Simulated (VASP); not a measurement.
# ZnO (P6_3mc) in VASP: further runs

Runs on ZnO. Level: PBE. Tasks: single point.

Everything below comes from runs of VASP 6.6.1. Logs are shortened: lines on timing, memory, paths and dates and some standing lists are left out, and cuts for length are marked.

## 1. The cell of the first run

Symmetry: P6_3mc, No. 186, hexagonal system. The conventional cell has a = 3.411 Å, b = 3.411 Å, c = 5.085 Å, α = 90.00°, β = 90.00°, γ = 120.00°. Zn (site symmetry 3m) has 4 O at 2.02 to 2.04 Å within 2.7 Å. O (site symmetry 3m) has 4 Zn at 2.02 to 2.04 Å within 2.7 Å.

## 2. Single point, PBE (biaxial strain in the a-b plane: +4.0 %, then relaxed in part)

The input, INCAR:

```
PREC = Accurate
ENCUT = 520
EDIFF = 1E-6
ISMEAR = 0
SIGMA = 0.02
LREAL = F
LASPH = T
NELM = 100
ALGO = Normal
ISIF = 2
LWAVE = F
LCHARG = F
GGA = PE
NBANDS = 26
```

The input, KPOINTS:

```
regular mesh
0
Gamma
  12 12 6
```

The input, POSCAR:

```
ZnO
1.0
    3.4105663851      0.0000000000      0.0000000000
   -1.7052831925      2.9536371308      0.0000000000
    0.0000000000      0.0000000000      5.0850144487
Zn O
2 2
Direct
    0.6666666667      0.3333333333      0.4910614658
    0.3333333333      0.6666666667     -0.0089385342
    0.6666666667      0.3333333333      0.8892485342
    0.3333333333      0.6666666667      0.3892485342
```

Potentials or basis: VASP PAW PBE potentials, release 64 (Zn, O).

Launch:

```
$ cat potpaw_PBE.64/Zn/POTCAR potpaw_PBE.64/O/POTCAR > POTCAR
$ mpirun -np 1 vasp_std > vasp.out
```

OUTCAR:

```text
PREC = Accurate
   ENCUT = 520
   EDIFF = 1E-6
   ISMEAR = 0
   LREAL = F
   LASPH = T
   NELM = 100
   ISIF = 2
   GGA = PE

 ion  position               nearest neighbor table
   1  0.667  0.333  0.491-   3 2.02   4 2.04   4 2.04   4 2.04
   2  0.333  0.667  0.991-   4 2.02   3 2.04   3 2.04   3 2.04
   3  0.667  0.333  0.889-   1 2.02   2 2.04   2 2.04   2 2.04
   4  0.333  0.667  0.389-   2 2.02   1 2.04   1 2.04   1 2.04

  LATTYP: Found a hexagonal cell.
 ALAT       =     3.4105663851
 C/A-ratio  =     1.4909589419

  Lattice vectors:

 A1 = (   3.4105663851,   0.0000000000,   0.0000000000)
 A2 = (  -1.7052831925,   2.9536371308,   0.0000000000)
 A3 = (   0.0000000000,   0.0000000000,   5.0850144487)

Analysis of symmetry for initial positions (statically):
=====================================================================
 Subroutine PRICEL returns:
 Original cell was already a primitive cell.

 Routine SETGRP: Setting up the symmetry group for a
 hexagonal supercell.

 Subroutine GETGRP returns: Found 12 space group operations
 (whereof  6 operations were pure point group operations)
 out of a pool of 24 trial point group operations.

The static configuration has the point symmetry C_3v.
 The point group associated with its full space group is C_6v.

Analysis of symmetry for dynamics (positions and initial velocities):
=====================================================================
 Subroutine PRICEL returns:
 Original cell was already a primitive cell.

 Routine SETGRP: Setting up the symmetry group for a
 hexagonal supercell.

 Subroutine GETGRP returns: Found 12 space group operations
 (whereof  6 operations were pure point group operations)
 out of a pool of 24 trial point group operations.

The dynamic configuration has the point symmetry C_3v.
 The point group associated with its full space group is C_6v.

 Subroutine INISYM returns: Found 12 space group operations
 (whereof  6 operations are pure point group operations),
 and found     1 'primitive' translations

----------------------------------------------------------------------------------------

                                     Primitive cell

  volume of cell :      51.2243

  direct lattice vectors                    reciprocal lattice vectors
     3.410566385  0.000000000  0.000000000     0.293206432  0.169282812  0.000000000
    -1.705283193  2.953637131  0.000000000     0.000000000  0.338565625  0.000000000
     0.000000000  0.000000000  5.085014449     0.000000000  0.000000000  0.196656275

  length of vectors
     3.410566385  3.410566385  5.085014449     0.338565625  0.338565625  0.196656275

  position of ions in fractional coordinates (direct lattice)
     0.666666667  0.333333333  0.491061466
     0.333333333  0.666666667  0.991061466
     0.666666667  0.333333333  0.889248534
     0.333333333  0.666666667  0.389248534

  ion indices of the primitive-cell ions
   primitive index   ion index
                 1           1
                 2           2
                 3           3
                 4           4

----------------------------------------------------------------------------------------

 KPOINTS: regular mesh

Automatic generation of k-mesh.
 Grid dimensions read from file:
 generate k-points for:   12   12    6

 Generating k-lattice:

  Cartesian coordinates                     Fractional coordinates (reciprocal lattice)
     0.024433869  0.014106901  0.000000000     0.083333333  0.000000000  0.000000000
     0.000000000  0.028213802  0.000000000     0.000000000  0.083333333  0.000000000
     0.000000000  0.000000000  0.032776046     0.000000000  0.000000000  0.166666667

  Length of vectors
     0.028213802  0.028213802  0.032776046

  Shift w.r.t. Gamma in fractional coordinates (k-lattice)
     0.000000000  0.000000000  0.000000000

 Subroutine IBZKPT returns following result:
 ===========================================

 Found     76 irreducible k-points:

 Following reciprocal coordinates:
            Coordinates               Weight
  0.000000  0.000000  0.000000      1.000000
  0.083333  0.000000  0.000000      6.000000
  0.166667 -0.000000  0.000000      6.000000
  0.250000  0.000000  0.000000      6.000000
  0.333333  0.000000  0.000000      6.000000
  0.416667  0.000000  0.000000      6.000000
[... 16 lines left out ...]
  0.250000  0.000000  0.166667     12.000000
  0.333333  0.000000  0.166667     12.000000
 [... further k-points ...]
   k-points           NKPTS =     76   k-points in BZ     NKDIM =     76   number of bands    NBANDS=     26
   number of dos      NEDOS =    301   number of ions     NIONS =      4
   total plane-waves  NPLWV =  31360
   dimension x,y,z NGX =    28 NGY =   28 NGZ =   40
   dimension x,y,z NGXF=    56 NGYF=   56 NGZF=   80
   ions per type =               2   2
   NGX,Y,Z   is equivalent  to a cutoff of  13.65, 13.65, 13.08 a.u.
   NGXF,Y,Z  is equivalent  to a cutoff of  27.30, 27.30, 26.15 a.u.
 SYSTEM =  unknown system
   PREC   = accura    normal or accurate (medium, high low for compatibility)
   ISTART =      0    job   : 0-new  1-cont  2-samecut
   ICHARG =      2    charge: 1-file 2-atom 10-const
   ISPIN  =      1    spin polarized calculation?
   LNONCOLLINEAR =      F non collinear calculations
   LSORBIT =      F    spin-orbit coupling
   LASPH  =      T    aspherical Exc in radial PAW
   ENCUT  =  520.0 eV  38.22 Ry    6.18 a.u.   6.34  6.34  9.45*2*pi/ulx,y,z
   NELM   =    100;   NELMIN=  2; NELMDL= -5     # of ELM steps
   EDIFF  = 0.1E-05   stopping-criterion for ELM
   LREAL  =      F    real-space projection
   EDIFFG = 0.1E-04   stopping-criterion for IOM
   NSW    =      0    number of steps for IOM
   IBRION =     -1    ionic relax: 0-MD 1-quasi-New 2-CG
   NFREE  =      0    steps in history (QN), initial steepest desc. (CG)
   ISIF   =      2    stress and relaxation
   ISYM   =      2    0-nonsym 1-usesym 2-fastsym
   POTIM  = 0.5000    time-step for ionic-motion
   TEBEG  =    0.0;   TEEND  =   0.0 temperature during run
   PSTRESS=    0.0 pullay stress
   NELECT =      36.0000    total number of electrons
   NUPDOWN=      -1.0000    fix difference up-down
   EMIN   =  10.00;   EMAX   =-10.00  energy-range for DOS
   EFERMI =   0.00;   METHOD = LEGACY
   ISMEAR =     0;   SIGMA  =   0.02  broadening in eV -4-tet -1-fermi 0-gaus
   EFERMI_NEDOS =   21; number of points for ismear=-14 and -15
   IALGO  =     38    algorithm
   IMIX   =      4    mixing-type and parameters
     AMIX     =   0.40;   BMIX     =  1.00
     AMIX_MAG =   1.60;   BMIX_MAG =  1.00
  volume/ion in A,a.u.               =      12.81        86.42
  Fermi-wavevector in a.u.,A,eV,Ry     =   1.455516  2.750527 28.824316  2.118527
  Thomas-Fermi vector in A             =   2.572542
   LORBIT       =      0    0 simple, 1 ext, 2 COOP (PROOUT), +10 PAW based schemes
   GGA     = PE    functional components
   LHFCALC =     F    Hartree Fock is set to
   AEXX    =    0.0000 exact exchange contribution
   IVDW    =     0    specifies the selected vdW correction
   LEPSILON=     F    determine dielectric tensor
   LRPA    =     F    only Hartree local field effects (RPA)
 non-spin polarized calculation
 Gauss-broadening in eV      SIGMA  =   0.02
  energy-cutoff  :      520.00
  volume of cell :       51.22
 maximum number of plane-waves:      1404
 NGX is ok and might be reduce to    28
   NGX = 13   NGY = 13   NGZ = 19

 number of electron      36.0000006 magnetization

 Free energy of the ion-electron system (eV)
  ---------------------------------------------------
  ext. energy  EPLUGINS =         0.00000000
  ---------------------------------------------------
  free energy    TOTEN  =       -17.77740092 eV

  energy without entropy =      -17.77740092  energy(sigma->0) =      -17.77740092

 E-fermi :   0.6330     XC(G=0): -10.5262

 val. band max:        0.5092688909   @ k =   0.0000   0.0000   0.0000
 cond. band min:       1.2418498041   @ k =   0.0000   0.0000   0.0000
 fundamental gap:      0.7325809133
 Fermi energy:         0.6330044596

 k-point     1 :       0.0000    0.0000    0.0000
  band No.  band energies     occupation
      1     -16.9399      2.00000
      2     -16.2234      2.00000
      3      -4.8168      2.00000
      4      -4.8168      2.00000
      5      -4.6871      2.00000
      6      -4.6871      2.00000
[... 18 lines left out ...]
     25      13.6830      0.00000
     26      15.5549      0.00000

 k-point     2 :       0.0833    0.0000    0.0000
  band No.  band energies     occupation
      1     -16.9089      2.00000
      2     -16.2133      2.00000
      3      -4.8466      2.00000
      4      -4.7940      2.00000
      5      -4.6871      2.00000
      6      -4.6589      2.00000
[... 18 lines left out ...]
     25      13.8015      0.00000
     26      15.3638      0.00000

 k-point     3 :       0.1667   -0.0000    0.0000
  band No.  band energies     occupation
      1     -16.8215      2.00000
      2     -16.1874      2.00000
      3      -4.9124      2.00000
      4      -4.7326      2.00000
      5      -4.6884      2.00000
      6      -4.5777      2.00000
[... 18 lines left out ...]
     25      14.0493      0.00000
     26      14.4637      0.00000

 k-point     4 :       0.2500    0.0000    0.0000
  band No.  band energies     occupation
      1     -16.6938      2.00000
      2     -16.1575      2.00000
      3      -4.9703      2.00000
      4      -4.6904      2.00000
      5      -4.6536      2.00000
      6      -4.4541      2.00000
[... 18 lines left out ...]
     25      13.3637      0.00000
     26      14.1479      0.00000

 k-point     5 :       0.3333    0.0000    0.0000
  band No.  band energies     occupation
      1     -16.5518      2.00000
      2     -16.1389      2.00000
      3      -4.9819      2.00000
      4      -4.6895      2.00000
      5      -4.5852      2.00000
      6      -4.3594      2.00000
[... 18 lines left out ...]
     25      13.3918      0.00000
     26      14.0200      0.00000

 k-point     6 :       0.4167    0.0000    0.0000
  band No.  band energies     occupation
      1     -16.4295      2.00000
      2     -16.1416      2.00000
      3      -4.9441      2.00000
      4      -4.6831      2.00000
      5      -4.5446      2.00000
      6      -4.2900      2.00000
[... 427 lines left out ...]
 k-point    21 :       0.0833    0.0000    0.1667
  band No.  band energies     occupation
      1     -16.8633      2.00000
      2     -16.2607      2.00000
      3      -4.8546      2.00000
      4      -4.7939      2.00000
      5      -4.7179      2.00000
      6      -4.6773      2.00000
[... 18 lines left out ...]
     25      13.5788      0.00000
     26      14.2004      0.00000

 k-point    22 :       0.1667   -0.0000    0.1667
  band No.  band energies     occupation
      1     -16.7793      2.00000
      2     -16.2297      2.00000
      3      -4.9302      2.00000
      4      -4.7420      2.00000
      5      -4.7308      2.00000
      6      -4.5974      2.00000
[... 18 lines left out ...]
     25      13.7937      0.00000
     26      13.8485      0.00000

 k-point    23 :       0.2500    0.0000    0.1667
  band No.  band energies     occupation
      1     -16.6571      2.00000
      2     -16.1922      2.00000
      3      -4.9952      2.00000
      4      -4.7608      2.00000
      5      -4.6482      2.00000
      6      -4.4920      2.00000
[... 18 lines left out ...]
     25      13.2233      0.00000
     26      13.9243      0.00000

 k-point    24 :       0.3333    0.0000    0.1667
  band No.  band energies     occupation
      1     -16.5222      2.00000
      2     -16.1641      2.00000
      3      -5.0148      2.00000
      4      -4.7716      2.00000
      5      -4.5740      2.00000
      6      -4.4221      2.00000
[... 18 lines left out ...]
     25      13.3743      0.00000
     26      13.8894      0.00000

 [... further k-points ...]

------------------------ aborting loop because EDIFF is reached ----------------------------------------

  FORCE on cell =-STRESS in cart. coord.  units (eV):
  Direction    XX          YY          ZZ          XY          YZ          ZX
  --------------------------------------------------------------------------------------
  -------------------------------------------------------------------------------------
  Total       -2.1488393     -2.1488393      0.2609036     -0.0000000     -0.0000000      0.0000000
  in kB      -67.2107406    -67.2107406      8.1604632     -0.0000000     -0.0000000      0.0000000
  external PRESSURE =     -42.0870060 kB  Pullay stress =       0.0000000 kB

 VOLUME and BASIS-vectors are now :
 -----------------------------------------------------------------------------
  energy-cutoff  :      520.00
  volume of cell :       51.22
      direct lattice vectors                 reciprocal lattice vectors
     3.410566385  0.000000000  0.000000000     0.293206432  0.169282812  0.000000000
    -1.705283193  2.953637131  0.000000000     0.000000000  0.338565625  0.000000000
     0.000000000  0.000000000  5.085014449     0.000000000  0.000000000  0.196656275

 POSITION                                       TOTAL-FORCE (eV/Angst)
 -----------------------------------------------------------------------------------
      1.70528      0.98455      2.49705        -0.000000      0.000000     -0.014974
     -0.00000      1.96909      5.03956         0.000000     -0.000000     -0.014974
      1.70528      0.98455      4.52184        -0.000000     -0.000000      0.014974
     -0.00000      1.96909      1.97933         0.000000      0.000000      0.014974
 -----------------------------------------------------------------------------------
    total drift:                                0.000000      0.000001     -0.000734

  FREE ENERGIE OF THE ION-ELECTRON SYSTEM (eV)
  ---------------------------------------------------
  free  energy   TOTEN  =       -17.7774009187 eV

  energy  without entropy=      -17.7774009187  energy(sigma->0) =      -17.77740092
```

Wall time 3.3 min (1 thread of Intel Xeon 8259CL, shared host); peak memory 0.23 GiB.

What came out:

- Free energy: -17.7774 eV
- Pressure: -4.2 GPa
- Largest force: 0.015 eV/Å
- Band gap on the k mesh: 0.73 eV

Forces in eV/Å, atoms in the order of the input:
```
Zn   0.000  0.000 -0.015
Zn   0.000  0.000 -0.015
O    0.000  0.000  0.015
O    0.000  0.000  0.015
```

Levels at points of the mesh, in eV from the valence-band top:
```
           k point  band 15  band 16  band 17  band 18  band 19  band 20  band 21  band 22
(0.00, 0.00, 0.00)    -0.75    -0.04     0.00     0.00     0.73     4.70     8.61    11.93
(0.50, 0.00, 0.00)    -2.46    -2.15    -1.02    -0.81     5.40     6.70     7.64     8.15
(0.00, 0.00, 0.50)    -0.37    -0.37    -0.37    -0.37     3.43     3.43    10.25    10.25
(0.50, 0.00, 0.50)    -1.43    -1.43    -0.91    -0.91     5.72     5.72     7.99     7.99
```

Caveat: the cell differs from its parent crystal (biaxial strain in the a-b plane: +4.0 %, then relaxed in part); the cell stands under tension.

## 3. Single point, PBE (biaxial strain in the a-b plane: +6.0 %, then relaxed in part)

The input, INCAR:

```
SYSTEM = ZnO
PREC     = Accurate       ! precision mode
ENCUT    = 520            ! plane-wave cutoff, eV
EDIFF    = 1E-7           ! SCF threshold, eV
ISMEAR   = 0              ! smearing method
SIGMA    = 0.02           ! smearing width, eV
LREAL    = .FALSE.        ! projectors in reciprocal space
LASPH    = .TRUE.         ! aspherical terms in the spheres
NELM     = 60             ! most SCF steps
ALGO     = Normal         ! electronic algorithm
ISIF     = 2              ! what is computed and relaxed
LWAVE    = .FALSE.        ! write WAVECAR
LCHARG   = .FALSE.        ! write CHGCAR
GGA      = PE             ! functional
NBANDS   = 26             ! bands
```

The input, KPOINTS:

```
regular mesh
0
G
  12 12 6
  0 0 0
```

The input, POSCAR:

```
ZnO
1.0
    3.4761542002      0.0000000000      0.0000000000
   -1.7380771001      3.0104378448      0.0000000000
    0.0000000000      0.0000000000      4.9543813392
Zn O
2 2
Direct
    0.6666666667      0.3333333333      0.4852170670
    0.3333333333      0.6666666667     -0.0147829330
    0.6666666667      0.3333333333      0.8950929330
    0.3333333333      0.6666666667      0.3950929330
```

Potentials or basis: VASP PAW PBE potentials, release 64 (Zn, O).

Launch:

```
$ cat potpaw_PBE.64/Zn/POTCAR potpaw_PBE.64/O/POTCAR > POTCAR
$ mpirun -np 1 vasp_std > vasp.out
```

Run time: 4.1 min. Hardware: 1 thread of Intel Xeon 8259CL, shared host; peak memory 0.22 GiB.

It converged, with:

```
Free energy            : -17.6732 eV
Pressure               : -6.1 GPa
Largest force          : 0.023 eV/Å
Band gap on the k mesh : 0.72 eV
```

Forces in eV/Å, atoms in the order of the input:
```
Zn   0.000  0.000 -0.023
Zn   0.000  0.000 -0.023
O    0.000  0.000  0.023
O    0.000  0.000  0.023
```

Stress tensor (GPa, compression positive):
```
-9.48  0.00  0.00
 0.00 -9.48  0.00
 0.00  0.00  0.76
```

Levels at points of the mesh, in eV from the valence-band top:
```csv
k point,band 14,band 15,band 16,band 17,band 18,band 19,band 20,band 21,band 22,band 23
"(0.00, 0.00, 0.00)",-0.77,-0.77,-0.06,0.00,0.00,0.72,4.55,8.94,11.56,11.56
"(0.50, 0.00, 0.00)",-3.23,-2.34,-2.17,-0.97,-0.80,5.29,6.60,7.38,8.53,10.90
"(0.00, 0.00, 0.50)",-1.95,-0.36,-0.36,-0.36,-0.36,3.53,3.53,10.49,10.49,11.77
"(0.50, 0.00, 0.50)",-3.44,-1.42,-1.42,-0.69,-0.69,5.75,5.75,7.90,7.90,10.99
```

Caveat: the cell differs from its parent crystal (biaxial strain in the a-b plane: +6.0 %, then relaxed in part); the cell stands under tension.

## 4. Single point, PBE

This run uses another cell than the first one, of 12.96 Å³/atom.

The input, INCAR:

```
  ALGO = Normal
  EDIFF = 1E-6
  ENCUT = 520
  GGA = PE
  ISIF = 2
  ISMEAR = 0
  LASPH = T
  LCHARG = F
  LREAL = F
  LWAVE = F
  NBANDS = 26
  NELM = 80
  PREC = Accurate
  SIGMA = 0.02
```

The input, KPOINTS:

```
k-points
0
Gamma
  12 12 6
```

POSCAR is that of step 3.

Launch:

```
$ cat potpaw_PBE.64/Zn/POTCAR potpaw_PBE.64/O/POTCAR > POTCAR
$ mpirun -np 1 vasp_std > vasp.out
```

It took 4.4 min on 1 thread of Intel Xeon 8259CL, shared host; peak memory 0.23 GiB.

The run converged. Its results:

- Free energy: -17.6732 eV
- Pressure: -6.0 GPa
- Largest force: 0.023 eV/Å
- Band gap on the k mesh: 0.72 eV

Forces on the atoms (eV/Å):
```
Zn   0.000  0.000 -0.023
Zn   0.000  0.000 -0.023
O    0.000  0.000  0.023
O    0.000  0.000  0.023
```

Stress tensor (GPa, compression positive):
```
-9.45  0.00  0.00
 0.00 -9.45  0.00
 0.00  0.00  0.79
```

Levels at points of the mesh, in eV from the valence-band top:
```csv
k point,band 14,band 15,band 16,band 17,band 18,band 19,band 20,band 21,band 22,band 23
"(0.00, 0.00, 0.00)",-0.77,-0.77,-0.06,0.00,0.00,0.72,4.55,8.94,11.56,11.56
"(0.50, 0.00, 0.00)",-3.23,-2.34,-2.17,-0.97,-0.80,5.29,6.60,7.38,8.53,10.90
"(0.00, 0.00, 0.50)",-1.95,-0.36,-0.36,-0.36,-0.36,3.53,3.53,10.49,10.49,11.77
"(0.50, 0.00, 0.50)",-3.44,-1.42,-1.42,-0.69,-0.69,5.75,5.75,7.90,7.90,10.99
```

Caveat: the cell stands under tension.
